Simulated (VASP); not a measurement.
# Pb (Fm-3m) in VASP: a series of runs

The runs below take Pb through single point, relaxation of cell and atoms, with PBEsol.

Everything below comes from runs of VASP 6.6.1. Logs are shortened: lines on timing, memory, paths and dates and some standing lists are left out, and cuts for length are marked.

### Step 1. The cell of the first run

The structure is cubic, space group Fm-3m (No. 225). Conventional cell: a = 4.934 Å, b = 4.934 Å, c = 4.934 Å, α = 90.00°, β = 90.00°, γ = 90.00°. Pb (site symmetry m-3m) has 12 Pb at 3.49 Å within 4.6 Å.

### Step 2. Single point, PBEsol

INCAR

```
PREC = Accurate
ENCUT = 520
EDIFF = 1E-6
ISMEAR = 0
SIGMA = 0.1
LREAL = False
LASPH = True
NELM = 60
ALGO = Fast
ISIF = 2
LWAVE = False
LCHARG = False
GGA = PS
NBANDS = 13
```

KPOINTS

```
regular mesh
0
Gamma
  14 14 14
```

POSCAR

```
Pb
1.0
    0.0000000000      2.4671103040      2.4671103040
    2.4671103040      0.0000000000      2.4671103040
    2.4671103040      2.4671103040      0.0000000000
Pb
1
Direct
    0.0000000000      0.0000000000      0.0000000000
```

Potentials or basis: VASP PAW PBE potentials, release 64 (Pb_d).

Command:

```bash
$ cat potpaw_PBE.64/Pb_d/POTCAR > POTCAR
$ mpirun -np 1 vasp_std > vasp.out
```

OUTCAR:

```text
PREC = Accurate
   ENCUT = 520
   EDIFF = 1E-6
   ISMEAR = 0
   LREAL = False
   LASPH = True
   NELM = 60
   ISIF = 2
   GGA = PS

 ion  position               nearest neighbor table
   1  0.000  0.000  0.000-

  LATTYP: Found a face centered cubic cell.
 ALAT       =     4.9342206080

  Lattice vectors:

 A1 = (   0.0000000000,   2.4671103040,   2.4671103040)
 A2 = (   2.4671103040,   0.0000000000,   2.4671103040)
 A3 = (   2.4671103040,   2.4671103040,   0.0000000000)

Analysis of symmetry for initial positions (statically):
=====================================================================
 Subroutine PRICEL returns:
 Original cell was already a primitive cell.

 Routine SETGRP: Setting up the symmetry group for a
 face centered cubic supercell.

 Subroutine GETGRP returns: Found 48 space group operations
[... 9 lines left out ...]

 Routine SETGRP: Setting up the symmetry group for a
 face centered cubic supercell.

 Subroutine GETGRP returns: Found 48 space group operations
[... 11 lines left out ...]
                                     Primitive cell

  volume of cell :      30.0328

  direct lattice vectors                    reciprocal lattice vectors
     0.000000000  2.467110304  2.467110304    -0.202666253  0.202666253  0.202666253
     2.467110304  0.000000000  2.467110304     0.202666253 -0.202666253  0.202666253
     2.467110304  2.467110304  0.000000000     0.202666253  0.202666253 -0.202666253

  length of vectors
     3.489020852  3.489020852  3.489020852     0.351028246  0.351028246  0.351028246

  position of ions in fractional coordinates (direct lattice)
     0.000000000  0.000000000  0.000000000

  ion indices of the primitive-cell ions
   primitive index   ion index
                 1           1

----------------------------------------------------------------------------------------

 KPOINTS: regular mesh

Automatic generation of k-mesh.
 Grid dimensions read from file:
 generate k-points for:   14   14   14

 Generating k-lattice:

  Cartesian coordinates                     Fractional coordinates (reciprocal lattice)
    -0.014476161  0.014476161  0.014476161     0.071428571  0.000000000  0.000000000
     0.014476161 -0.014476161  0.014476161     0.000000000  0.071428571  0.000000000
     0.014476161  0.014476161 -0.014476161     0.000000000  0.000000000  0.071428571

  Length of vectors
     0.025073446  0.025073446  0.025073446

  Shift w.r.t. Gamma in fractional coordinates (k-lattice)
     0.000000000  0.000000000  0.000000000

 Subroutine IBZKPT returns following result:
 ===========================================

 Found    104 irreducible k-points:

 Following reciprocal coordinates:
            Coordinates               Weight
  0.000000  0.000000  0.000000      1.000000
  0.071429  0.000000  0.000000      8.000000
  0.142857  0.000000  0.000000      8.000000
  0.214286  0.000000  0.000000      8.000000
  0.285714  0.000000  0.000000      8.000000
  0.357143  0.000000  0.000000      8.000000
[... 16 lines left out ...]
  0.214286  0.142857  0.000000     24.000000
  0.285714  0.142857  0.000000     24.000000
 [... further k-points ...]
   k-points           NKPTS =    104   k-points in BZ     NKDIM =    104   number of bands    NBANDS=     13
   number of dos      NEDOS =    301   number of ions     NIONS =      1
   total plane-waves  NPLWV =  21952
   dimension x,y,z NGX =    28 NGY =   28 NGZ =   28
   dimension x,y,z NGXF=    56 NGYF=   56 NGZF=   56
   ions per type =               1
   NGX,Y,Z   is equivalent  to a cutoff of  13.34, 13.34, 13.34 a.u.
   NGXF,Y,Z  is equivalent  to a cutoff of  26.68, 26.68, 26.68 a.u.
 SYSTEM =  unknown system
   PREC   = accura    normal or accurate (medium, high low for compatibility)
   ISTART =      0    job   : 0-new  1-cont  2-samecut
   ICHARG =      2    charge: 1-file 2-atom 10-const
   ISPIN  =      1    spin polarized calculation?
   LNONCOLLINEAR =      F non collinear calculations
   LSORBIT =      F    spin-orbit coupling
   LASPH  =      T    aspherical Exc in radial PAW
   ENCUT  =  520.0 eV  38.22 Ry    6.18 a.u.   6.49  6.49  6.49*2*pi/ulx,y,z
   NELM   =     60;   NELMIN=  2; NELMDL= -5     # of ELM steps
   EDIFF  = 0.1E-05   stopping-criterion for ELM
   LREAL  =      F    real-space projection
   EDIFFG = 0.1E-04   stopping-criterion for IOM
   NSW    =      0    number of steps for IOM
   IBRION =     -1    ionic relax: 0-MD 1-quasi-New 2-CG
   NFREE  =      0    steps in history (QN), initial steepest desc. (CG)
   ISIF   =      2    stress and relaxation
   ISYM   =      2    0-nonsym 1-usesym 2-fastsym
   POTIM  = 0.5000    time-step for ionic-motion
   TEBEG  =    0.0;   TEEND  =   0.0 temperature during run
   PSTRESS=    0.0 pullay stress
   NELECT =      14.0000    total number of electrons
   NUPDOWN=      -1.0000    fix difference up-down
   EMIN   =  10.00;   EMAX   =-10.00  energy-range for DOS
   EFERMI =   0.00;   METHOD = LEGACY
   ISMEAR =     0;   SIGMA  =   0.10  broadening in eV -4-tet -1-fermi 0-gaus
   EFERMI_NEDOS =   21; number of points for ismear=-14 and -15
   IALGO  =     68    algorithm
   IMIX   =      4    mixing-type and parameters
     AMIX     =   0.40;   BMIX     =  1.00
     AMIX_MAG =   1.60;   BMIX_MAG =  1.00
  volume/ion in A,a.u.               =      30.03       202.67
  Fermi-wavevector in a.u.,A,eV,Ry     =   1.269362  2.398747 21.922806  1.611281
  Thomas-Fermi vector in A             =   2.402408
   LORBIT       =      0    0 simple, 1 ext, 2 COOP (PROOUT), +10 PAW based schemes
   GGA     = PS    functional components
   LHFCALC =     F    Hartree Fock is set to
   AEXX    =    0.0000 exact exchange contribution
   IVDW    =     0    specifies the selected vdW correction
   LEPSILON=     F    determine dielectric tensor
   LRPA    =     F    only Hartree local field effects (RPA)
 non-spin polarized calculation
 RMM-DIIS sequential band-by-band and
 Gauss-broadening in eV      SIGMA  =   0.10
  energy-cutoff  :      520.00
  volume of cell :       30.03
 maximum number of plane-waves:       869
 NGX is ok and might be reduce to    28
   NGX = 13   NGY = 13   NGZ = 13

 number of electron      13.9999999 magnetization

 Free energy of the ion-electron system (eV)
  ---------------------------------------------------
  ext. energy  EPLUGINS =         0.00000000
  ---------------------------------------------------
  free energy    TOTEN  =        -4.00369478 eV

  energy without entropy =       -4.00161343  energy(sigma->0) =       -4.00265411

 E-fermi :   7.2418     XC(G=0): -10.3873

 val. band max:        7.2390430238   @ k =  -0.2857   0.2857   0.0714
 cond. band min:       7.2568924698   @ k =   0.3571   0.2143   0.0000
 fundamental gap:      0.0178494460
 Fermi energy:         7.2417918590

 k-point     1 :       0.0000    0.0000    0.0000
  band No.  band energies     occupation
      1      -9.7862      2.00000
      2      -9.7862      2.00000
      3      -9.7862      2.00000
      4      -9.6400      2.00000
      5      -9.6400      2.00000
      6      -4.6256      2.00000
      7      14.6959      0.00000
      8      14.6959      0.00000
      9      14.6959      0.00000
     10      16.9779      0.00000
     11      18.6468      0.00000
     12      19.7584      0.00000
     13      19.7584      0.00000

 k-point     2 :       0.0714    0.0000    0.0000
  band No.  band energies     occupation
      1      -9.7863      2.00000
      2      -9.7784      2.00000
      3      -9.7784      2.00000
      4      -9.6405      2.00000
      5      -9.6405      2.00000
      6      -4.5263      2.00000
      7      13.4880      0.00000
      8      14.5705      0.00000
      9      14.5705      0.00000
     10      16.7561      0.00000
     11      19.1696      0.00000
     12      19.9811      0.00000
     13      19.9811      0.00000

 k-point     3 :       0.1429    0.0000    0.0000
  band No.  band energies     occupation
      1      -9.7879      2.00000
      2      -9.7609      2.00000
      3      -9.7609      2.00000
      4      -9.6378      2.00000
      5      -9.6378      2.00000
      6      -4.2280      2.00000
      7      11.2972      0.00000
      8      14.2521      0.00000
      9      14.2521      0.00000
     10      16.4849      0.00000
     11      19.9392      0.00000
     12      20.4197      0.00000
     13      20.4965      0.00000

 k-point     4 :       0.2143    0.0000    0.0000
  band No.  band energies     occupation
      1      -9.7923      2.00000
      2      -9.7491      2.00000
      3      -9.7491      2.00000
      4      -9.6200      2.00000
      5      -9.6200      2.00000
      6      -3.7320      2.00000
      7       9.0460      0.00000
      8      13.8497      0.00000
      9      13.8497      0.00000
     10      16.2845      0.00000
     11      19.2127      0.00000
     12      19.9552      0.00000
     13      19.9559      0.00000

 k-point     5 :       0.2857    0.0000    0.0000
  band No.  band energies     occupation
      1      -9.7998      2.00000
      2      -9.7521      2.00000
      3      -9.7521      2.00000
      4      -9.5835      2.00000
      5      -9.5835      2.00000
      6      -3.0490      2.00000
      7       6.9358      1.99998
      8      13.4530      0.00000
      9      13.4530      0.00000
     10      16.1832      0.00000
     11      18.3154      0.00000
     12      19.3114      0.00000
     13      19.3114      0.00000

 k-point     6 :       0.3571    0.0000    0.0000
  band No.  band energies     occupation
      1      -9.8087      2.00000
      2      -9.7623      2.00000
      3      -9.7623      2.00000
      4      -9.5425      2.00000
      5      -9.5425      2.00000
      6      -2.2183      2.00000
      7       5.0636      2.00000
      8      13.1248      0.00000
      9      13.1248      0.00000
     10      16.1898      0.00000
     11      17.5870      0.00000
     12      18.8394      0.00000
     13      18.8394      0.00000

 k-point     7 :       0.4286    0.0000    0.0000
  band No.  band energies     occupation
      1      -9.8160      2.00000
      2      -9.7713      2.00000
      3      -9.7713      2.00000
      4      -9.5118      2.00000
      5      -9.5118      2.00000
      6      -1.3721      2.00000
      7       3.5854      2.00000
      8      12.9094      0.00000
      9      12.9094      0.00000
     10      16.3039      0.00000
     11      17.0398      0.00000
     12      18.5561      0.00000
     13      18.5561      0.00000
[... 193 lines left out ...]
 k-point    20 :      -0.1429    0.0714    0.0000
  band No.  band energies     occupation
      1      -9.7915      2.00000
      2      -9.7493      2.00000
      3      -9.7470      2.00000
      4      -9.6528      2.00000
      5      -9.6172      2.00000
      6      -3.9963      2.00000
      7      10.5183      0.00000
      8      12.6868      0.00000
      9      14.6828      0.00000
     10      16.9077      0.00000
     11      19.0874      0.00000
     12      19.8326      0.00000
     13      19.8885      0.00000

 k-point    21 :      -0.0714    0.0714    0.0000
  band No.  band energies     occupation
      1      -9.7897      2.00000
      2      -9.7690      2.00000
      3      -9.7618      2.00000
      4      -9.6490      2.00000
      5      -9.6323      2.00000
      6      -4.3607      2.00000
      7      12.4910      0.00000
      8      13.4500      0.00000
      9      14.7972      0.00000
     10      16.8117      0.00000
     11      19.2702      0.00000
     12      19.8688      0.00000
     13      20.3196      0.00000

 k-point    22 :       0.1429    0.1429    0.0000
  band No.  band energies     occupation
      1      -9.8185      2.00000
      2      -9.7289      2.00000
      3      -9.7289      2.00000
      4      -9.6751      2.00000
      5      -9.6160      2.00000
      6      -4.0959      2.00000
      7      12.2650      0.00000
      8      12.9555      0.00000
      9      12.9555      0.00000
     10      15.8038      0.00000
     11      17.7467      0.00000
     12      21.8605      0.00000
     13      22.0693      0.00000

 k-point    23 :       0.2143    0.1429    0.0000
  band No.  band energies     occupation
      1      -9.8285      2.00000
      2      -9.7124      2.00000
      3      -9.7049      2.00000
      4      -9.6807      2.00000
      5      -9.5996      2.00000
      6      -3.7323      2.00000
      7      10.5237      0.00000
      8      12.3921      0.00000
      9      12.7180      0.00000
     10      15.8545      0.00000
     11      16.8577      0.00000
     12      21.4846      0.00000
     13      22.3783      0.00000

 k-point    24 :       0.2857    0.1429    0.0000
  band No.  band energies     occupation
      1      -9.8293      2.00000
      2      -9.7260      2.00000
      3      -9.6966      2.00000
      4      -9.6535      2.00000
      5      -9.5682      2.00000
      6      -3.1757      2.00000
      7       8.4662      0.00000
      8      11.9704      0.00000
      9      12.2309      0.00000
     10      15.6578      0.00000
     11      17.2793      0.00000
     12      21.0622      0.00000
     13      21.6951      0.00000

 [... further k-points ...]
[... 5 lines left out ...]
  --------------------------------------------------------------------------------------
  -------------------------------------------------------------------------------------
  Total       -0.0006630     -0.0006630     -0.0006630      0.0000000      0.0000000     -0.0000000
  in kB       -0.0353687     -0.0353687     -0.0353687      0.0000000      0.0000000     -0.0000000
  external PRESSURE =      -0.0353687 kB  Pullay stress =       0.0000000 kB

 VOLUME and BASIS-vectors are now :
 -----------------------------------------------------------------------------
  energy-cutoff  :      520.00
  volume of cell :       30.03
      direct lattice vectors                 reciprocal lattice vectors
     0.000000000  2.467110304  2.467110304    -0.202666253  0.202666253  0.202666253
     2.467110304  0.000000000  2.467110304     0.202666253 -0.202666253  0.202666253
     2.467110304  2.467110304  0.000000000     0.202666253  0.202666253 -0.202666253

 POSITION                                       TOTAL-FORCE (eV/Angst)
 -----------------------------------------------------------------------------------
      0.00000      0.00000      0.00000         0.000000      0.000000      0.000000
 -----------------------------------------------------------------------------------
    total drift:                               -0.000000     -0.000000     -0.000000

  FREE ENERGIE OF THE ION-ELECTRON SYSTEM (eV)
  ---------------------------------------------------
  free  energy   TOTEN  =        -4.0036947795 eV

  energy  without entropy=       -4.0016134340  energy(sigma->0) =       -4.00265411
```

It took 22 s on 1 thread of Intel Xeon Platinum 8559C (Emerald Rapids), shared host; peak memory 0.17 GiB.

What came out:

```
Free energy            : -4.0037 eV
Pressure               : 0.0 GPa
Band gap on the k mesh : zero (band 7 reaches 14.70 eV, above the bottom of band 8 at 5.62 eV)
```

Levels at points of the mesh, in eV from the Fermi level:
```csv
k point,band 4,band 5,band 6,band 7,band 8,band 9,band 10,band 11
"(0.00, 0.00, 0.00)",-16.88,-16.88,-11.87,7.45,7.45,7.45,9.74,11.41
"(0.50, 0.00, 0.00)",-16.74,-16.74,-8.18,-4.30,5.59,5.59,9.20,9.51
"(0.50, 0.50, 0.00)",-16.71,-16.71,-6.74,-3.36,2.02,2.02,5.36,6.64
```

Caveat: the PAW data sets were made with another functional, which shifts forces and pressure a little; spin-orbit coupling is left out, which moves the levels of the heavy elements.

### Step 3. Relaxation of cell and atoms, PBEsol

This run uses another cell than the first one, of 31.05 Å³/atom, 1.034 times its volume.

INCAR

```
SYSTEM = Pb
  PREC = Accurate
  ENCUT = 600
  EDIFF = 1E-6
  ISMEAR = 0
  SIGMA = 0.1
  LREAL = .FALSE.
  LASPH = .TRUE.
  NELM = 100
  ALGO = Normal
  ISIF = 3
  LWAVE = .FALSE.
  LCHARG = .FALSE.
  GGA = PS
  IBRION = 2
  NSW = 100
  EDIFFG = -0.005
```

KPOINTS

```
regular mesh
0
G
  14 14 14
  0 0 0
```

POSCAR

```
Pb
1.0
    0.0000000000      2.4947547400      2.4947547400
    2.4947547400      0.0000000000      2.4947547400
    2.4947547400      2.4947547400      0.0000000000
Pb
1
Direct
    0.0000000000      0.0000000000      0.0000000000
```

Potentials or basis: VASP PAW PBE potentials, release 64 (Pb_d).

Command:

```bash
$ cat potpaw_PBE.64/Pb_d/POTCAR > POTCAR
$ mpirun -np 1 vasp_std > vasp.out
```

Run time: 32 s. Hardware: 1 thread of Intel Xeon Platinum 8559C (Emerald Rapids), shared host; peak memory 0.19 GiB.

Results (log left out):

- Free energy: -4.0039 eV
- Relaxed volume: 30.05 Å³/atom
- Relaxed cell: a = 3.490 Å, b = 3.490 Å, c = 3.490 Å, α = 60.00°, β = 60.00°, γ = 60.00°
- Space group after relaxing (to 0.05 Å): Fm-3m (No. 225)
- Energy gained by relaxing: 4.7 meV/atom
- Ionic steps: 3
- Pressure after relaxing: 0.0 GPa
- Band gap on the k mesh: zero (band 7 reaches 14.69 eV, above the bottom of band 8 at 5.61 eV)

Step by step:
| step | energy change (eV) | largest force (eV/Å) | pressure (GPa) | volume (Å³) |
| --- | --- | --- | --- | --- |
| 1 | 0.0000 | 0.0000 | -1.47 | 31.05 |
| 2 | -0.0044 | 0.0000 | 0.41 | 29.79 |
| 3 | -0.0047 | 0.0000 | 0.01 | 30.05 |

Final structure:
```
CELL_PARAMETERS angstrom
0.00000 2.46752 2.46752
2.46752 0.00000 2.46752
2.46752 2.46752 0.00000
ATOMIC_POSITIONS crystal
Pb 0.00000 0.00000 0.00000
```

Levels at points of the mesh, in eV from the Fermi level:
```tsv
k point	band 4	band 5	band 6	band 7	band 8	band 9	band 10	band 11
(0.00, 0.00, 0.00)	-16.88	-16.88	-11.86	7.45	7.45	7.45	9.74	11.40
(0.50, 0.00, 0.00)	-16.74	-16.74	-8.18	-4.30	5.59	5.59	9.20	9.51
(0.50, 0.50, 0.00)	-16.71	-16.71	-6.75	-3.35	2.02	2.02	5.36	6.64
```

Caveat: the PAW data sets were made with another functional, which shifts forces and pressure a little; spin-orbit coupling is left out, which moves the levels of the heavy elements.

[end of part 1 of 2]
